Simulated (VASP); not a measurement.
# W (Im-3m) in VASP: a series of runs

The runs below take W through single point, with LDA.

All numbers are computed with VASP 6.6.1; they aren't measurements. Logs are shortened: lines on timing, memory, paths and dates and some standing lists are left out, and cuts for length are marked.

**1. The cell of the first run**

Symmetry: Im-3m, No. 229, cubic system. Conventional cell: a = 3.135 Å, b = 3.135 Å, c = 3.135 Å, α = 90.00°, β = 90.00°, γ = 90.00°. Within 3.6 Å of W (site symmetry m-3m) lie 14 W at 2.72 to 3.14 Å.

**2. Single point, LDA**

Contents of INCAR:

```
PREC     = Accurate       # precision mode
ENCUT    = 520            # plane-wave cutoff, eV
EDIFF    = 1E-6           # SCF threshold, eV
ISMEAR   = 0              # smearing method
SIGMA    = 1.0            # smearing width, eV
LREAL    = False          # projectors in reciprocal space
LASPH    = True           # aspherical terms in the spheres
NELM     = 60             # most SCF steps
ALGO     = Normal         # electronic algorithm
ISIF     = 2              # what is computed and relaxed
LWAVE    = False          # write WAVECAR
LCHARG   = True           # write CHGCAR
LELF     = True           # ELF
LVHAR    = True         
NBANDS   = 13             # bands
```

Contents of KPOINTS:

```
Automatic mesh
0
Gamma
  14 14 14
```

Contents of POSCAR:

```
W
1.0
   -1.5676867250      1.5676867250      1.5676867250
    1.5676867250     -1.5676867250      1.5676867250
    1.5676867250      1.5676867250     -1.5676867250
W
1
Direct
    0.0000000000      0.0000000000      0.0000000000
```

Potentials or basis: VASP PAW LDA potentials, release 64 (W_sv).

The run is started by

```console
$ cat potpaw_LDA.64/W_sv/POTCAR > POTCAR
$ mpirun -np 1 vasp_std > vasp.out
```

OUTCAR:

```text
PREC = Accurate
   ENCUT = 520
   EDIFF = 1E-6
   ISMEAR = 0
   LREAL = False
   LASPH = True
   NELM = 60
   ISIF = 2

 ion  position               nearest neighbor table
   1  0.000  0.000  0.000-

  LATTYP: Found a body centered cubic cell.
 ALAT       =     3.1353734500

  Lattice vectors:

 A1 = (  -1.5676867250,   1.5676867250,   1.5676867250)
 A2 = (   1.5676867250,  -1.5676867250,   1.5676867250)
 A3 = (   1.5676867250,   1.5676867250,  -1.5676867250)

Analysis of symmetry for initial positions (statically):
=====================================================================
 Subroutine PRICEL returns:
 Original cell was already a primitive cell.

 Routine SETGRP: Setting up the symmetry group for a
 body centered cubic supercell.

 Subroutine GETGRP returns: Found 48 space group operations
 (whereof 48 operations were pure point group operations)
 out of a pool of 48 trial point group operations.

The static configuration has the point symmetry O_h .

Analysis of symmetry for dynamics (positions and initial velocities):
=====================================================================
 Subroutine PRICEL returns:
 Original cell was already a primitive cell.

 Routine SETGRP: Setting up the symmetry group for a
 body centered cubic supercell.

 Subroutine GETGRP returns: Found 48 space group operations
 (whereof 48 operations were pure point group operations)
 out of a pool of 48 trial point group operations.

The dynamic configuration has the point symmetry O_h .

 Subroutine INISYM returns: Found 48 space group operations
 (whereof 48 operations are pure point group operations),
 and found     1 'primitive' translations

----------------------------------------------------------------------------------------

                                     Primitive cell

  volume of cell :      15.4112

  direct lattice vectors                    reciprocal lattice vectors
    -1.567686725  1.567686725  1.567686725     0.000000000  0.318941273  0.318941273
     1.567686725 -1.567686725  1.567686725     0.318941273  0.000000000  0.318941273
     1.567686725  1.567686725 -1.567686725     0.318941273  0.318941273  0.000000000

  length of vectors
     2.715313058  2.715313058  2.715313058     0.451051074  0.451051074  0.451051074

  position of ions in fractional coordinates (direct lattice)
     0.000000000  0.000000000  0.000000000

  ion indices of the primitive-cell ions
   primitive index   ion index
                 1           1
[... 79 lines left out ...]
   ISYM   =      2    0-nonsym 1-usesym 2-fastsym
   POTIM  = 0.5000    time-step for ionic-motion
   TEBEG  =    0.0;   TEEND  =   0.0 temperature during run
   PSTRESS=    0.0 pullay stress
   NELECT =      14.0000    total number of electrons
   NUPDOWN=      -1.0000    fix difference up-down
   EMIN   =  10.00;   EMAX   =-10.00  energy-range for DOS
   EFERMI =   0.00;   METHOD = LEGACY
   ISMEAR =     0;   SIGMA  =   1.00  broadening in eV -4-tet -1-fermi 0-gaus
   EFERMI_NEDOS =   21; number of points for ismear=-14 and -15
   IALGO  =     38    algorithm
   IMIX   =      4    mixing-type and parameters
     AMIX     =   0.40;   BMIX     =  1.00
     AMIX_MAG =   1.60;   BMIX_MAG =  1.00
  volume/ion in A,a.u.               =      15.41       104.00
  Fermi-wavevector in a.u.,A,eV,Ry     =   1.585519  2.996197 34.203303  2.513872
  Thomas-Fermi vector in A             =   2.684971
   LORBIT       =      0    0 simple, 1 ext, 2 COOP (PROOUT), +10 PAW based schemes
   GGA     = CA    functional components
   LHFCALC =     F    Hartree Fock is set to
   AEXX    =    0.0000 exact exchange contribution
   IVDW    =     0    specifies the selected vdW correction
   LEPSILON=     F    determine dielectric tensor
   LRPA    =     F    only Hartree local field effects (RPA)
 non-spin polarized calculation
 Gauss-broadening in eV      SIGMA  =   1.00
  energy-cutoff  :      520.00
  volume of cell :       15.41
 maximum number of plane-waves:       432
   NGX =  9   NGY =  9   NGZ =  9

 number of electron      14.0000004 magnetization

 Free energy of the ion-electron system (eV)
  ---------------------------------------------------
  ext. energy  EPLUGINS =         0.00000000
  ---------------------------------------------------
  free energy    TOTEN  =       -14.23047630 eV

  energy without entropy =      -13.95585002  energy(sigma->0) =      -14.09316316

 E-fermi :  11.6596     XC(G=0): -13.9850

 val. band max:       11.6454220361   @ k =   0.5000   0.5000   0.0714
 cond. band min:      11.7316533555   @ k =  -0.2857   0.2857   0.2857
 fundamental gap:      0.0862313194
 Fermi energy:        11.6595549469

 k-point     1 :       0.0000    0.0000    0.0000
  band No.  band energies     occupation
      1     -61.9499      2.00000
      2     -25.7157      2.00000
      3     -25.7157      2.00000
      4     -25.7157      2.00000
      5       2.0346      2.00000
      6      10.4363      1.91637
      7      10.4363      1.91637
      8      10.4363      1.91637
      9      14.0021      0.00092
     10      14.0021      0.00092
     11      26.3679      0.00000
     12      26.3679      0.00000
     13      26.3679      0.00000
[... 354 lines left out ...]
  band No.  band energies     occupation
      1     -61.7743      2.00000
      2     -26.8230      2.00000
      3     -26.6038      2.00000
      4     -25.8970      2.00000
      5       7.1561      2.00000
      6       8.6855      1.99997
      7       9.4540      1.99819
      8      14.2781      0.00021
      9      14.9091      0.00000
     10      20.4055      0.00000
     11      22.3771      0.00000
     12      24.4624      0.00000
     13      29.2816      0.00000

 [... further k-points ...]

------------------------ aborting loop because EDIFF is reached ----------------------------------------

  FORCE on cell =-STRESS in cart. coord.  units (eV):
  Direction    XX          YY          ZZ          XY          YZ          ZX
  --------------------------------------------------------------------------------------
  -------------------------------------------------------------------------------------
  Total        0.2715142      0.2715142      0.2715142      0.0000000      0.0000000     -0.0000000
  in kB       28.2270362     28.2270362     28.2270362      0.0000000      0.0000000     -0.0000000
  external PRESSURE =      28.2270362 kB  Pullay stress =       0.0000000 kB

 VOLUME and BASIS-vectors are now :
 -----------------------------------------------------------------------------
  energy-cutoff  :      520.00
  volume of cell :       15.41
      direct lattice vectors                 reciprocal lattice vectors
    -1.567686725  1.567686725  1.567686725     0.000000000  0.318941273  0.318941273
     1.567686725 -1.567686725  1.567686725     0.318941273  0.000000000  0.318941273
     1.567686725  1.567686725 -1.567686725     0.318941273  0.318941273  0.000000000

 POSITION                                       TOTAL-FORCE (eV/Angst)
 -----------------------------------------------------------------------------------
      0.00000      0.00000      0.00000        -0.000000      0.000000      0.000000
 -----------------------------------------------------------------------------------
    total drift:                                0.000000     -0.000000      0.000000

  FREE ENERGIE OF THE ION-ELECTRON SYSTEM (eV)
  ---------------------------------------------------
  free  energy   TOTEN  =       -14.2304762962 eV

  energy  without entropy=      -13.9558500160  energy(sigma->0) =      -14.09316316
```

OSZICAR:

```text
N       E                     dE             d eps       ncg     rms          rms(c)
DAV:   1     0.854317056101E+02    0.85432E+02   -0.74685E+03  2712   0.123E+03
DAV:   2    -0.132866002660E+02   -0.98718E+02   -0.95009E+02  2989   0.321E+02
DAV:   3    -0.148672581945E+02   -0.15807E+01   -0.15754E+01  3009   0.396E+01
DAV:   4    -0.148733094419E+02   -0.60512E-02   -0.60511E-02  2979   0.268E+00
DAV:   5    -0.148733580716E+02   -0.48630E-04   -0.48630E-04  3029   0.226E-01    0.221E+01
DAV:   6    -0.143680721286E+02    0.50529E+00   -0.38845E-01  2814   0.814E+00    0.898E+00
DAV:   7    -0.142358259529E+02    0.13225E+00   -0.18963E-01  2959   0.535E+00    0.476E-01
DAV:   8    -0.142304969535E+02    0.53290E-02   -0.44281E-03  2769   0.913E-01    0.598E-02
DAV:   9    -0.142304742481E+02    0.22705E-04   -0.58071E-05  3114   0.884E-02    0.463E-02
DAV:  10    -0.142304763040E+02   -0.20559E-05   -0.69314E-06  2984   0.364E-02    0.326E-03
DAV:  11    -0.142304762962E+02    0.78592E-08   -0.13137E-07  1572   0.431E-03
   1 F= -.14230476E+02 E0= -.14093163E+02  d E =-.274626E+00
```

Run time: 10 s. Hardware: 1 thread of AMD EPYC 9R45 (Zen 5), shared host; peak memory 0.1 GiB.

Results:

```yaml
Free_energy: -14.2305 eV
Pressure: 2.8 GPa
Band_gap_on_the_k_mesh: zero (band 7 reaches 17.10 eV, above the bottom of band 8 at 10.44 eV)
```

Caveat: spin-orbit coupling is left out, which moves the levels of the heavy elements.

**3. Single point, LDA**

Contents of INCAR:

```
  ALGO = Normal
  EDIFF = 1E-6
  ENCUT = 520
  ISIF = 2
  ISMEAR = 1
  LASPH = T
  LCHARG = F
  LREAL = F
  LWAVE = F
  NBANDS = 13
  NELM = 100
  PREC = Accurate
  SIGMA = 0.01
```

Contents of KPOINTS:

```
k-points
0
Gamma
  14 14 14
```

POSCAR is that of step 2.

Potentials or basis: VASP PAW LDA potentials, release 64 (W_sv).

The run is started by

```console
$ cat potpaw_LDA.64/W_sv/POTCAR > POTCAR
$ mpirun -np 1 vasp_std > vasp.out
```

It took 9.8 s on 1 thread of AMD EPYC 9R45 (Zen 5), shared host; peak memory 0.1 GiB.

The run converged. Its results:

| Item | Value |
| --- | --- |
| Free energy | -14.0937 eV |
| Pressure | 1.8 GPa |
| Band gap on the k mesh | zero (band 7 reaches 17.09 eV, above the bottom of band 8 at 10.43 eV) |

Levels at points of the mesh, in eV from the Fermi level:
| k point | band 4 | band 5 | band 6 | band 7 | band 8 | band 9 | band 10 | band 11 |
| --- | --- | --- | --- | --- | --- | --- | --- | --- |
| (0.00, 0.00, 0.00) | -37.61 | -9.84 | -1.45 | -1.45 | -1.45 | 2.12 | 2.12 | 14.50 |
| (0.50, 0.00, 0.00) | -37.62 | -6.58 | -3.86 | 0.80 | 2.04 | 3.03 | 6.25 | 11.41 |
| (0.50, 0.50, 0.50) | -38.62 | -6.22 | -6.22 | 5.21 | 5.21 | 5.21 | 8.44 | 8.44 |

Caveat: spin-orbit coupling is left out, which moves the levels of the heavy elements.

**4. Single point, LDA**

Contents of INCAR:

```
  ALGO = Normal
  EDIFF = 1E-6
  ENCUT = 520
  GGA = CA
  ISIF = 2
  ISMEAR = 1
  LASPH = T
  LCHARG = F
  LREAL = F
  LWAVE = F
  NBANDS = 13
  NELM = 80
  PREC = Accurate
  SIGMA = 0.03
```

KPOINTS is that of step 3.

POSCAR is that of step 3.

The run is started by

```console
$ cat potpaw_LDA.64/W_sv/POTCAR > POTCAR
$ mpirun -np 1 vasp_std > vasp.out
```

Wall time 9.6 s (1 thread of AMD EPYC 9R45 (Zen 5), shared host); peak memory 0.1 GiB.

It converged, with:

* Free energy: -14.0937 eV
* Pressure: 1.8 GPa
* Band gap on the k mesh: zero (band 7 reaches 17.09 eV, above the bottom of band 8 at 10.43 eV)

Levels at points of the mesh, in eV from the Fermi level:
| k point | band 4 | band 5 | band 6 | band 7 | band 8 | band 9 | band 10 | band 11 |
| --- | --- | --- | --- | --- | --- | --- | --- | --- |
| (0.00, 0.00, 0.00) | -37.62 | -9.85 | -1.46 | -1.46 | -1.46 | 2.11 | 2.11 | 14.49 |
| (0.50, 0.00, 0.00) | -37.63 | -6.59 | -3.87 | 0.79 | 2.03 | 3.02 | 6.24 | 11.41 |
| (0.50, 0.50, 0.50) | -38.62 | -6.23 | -6.23 | 5.21 | 5.21 | 5.21 | 8.44 | 8.44 |

Caveat: spin-orbit coupling is left out, which moves the levels of the heavy elements.

(Part 1 of 2 ends here.)
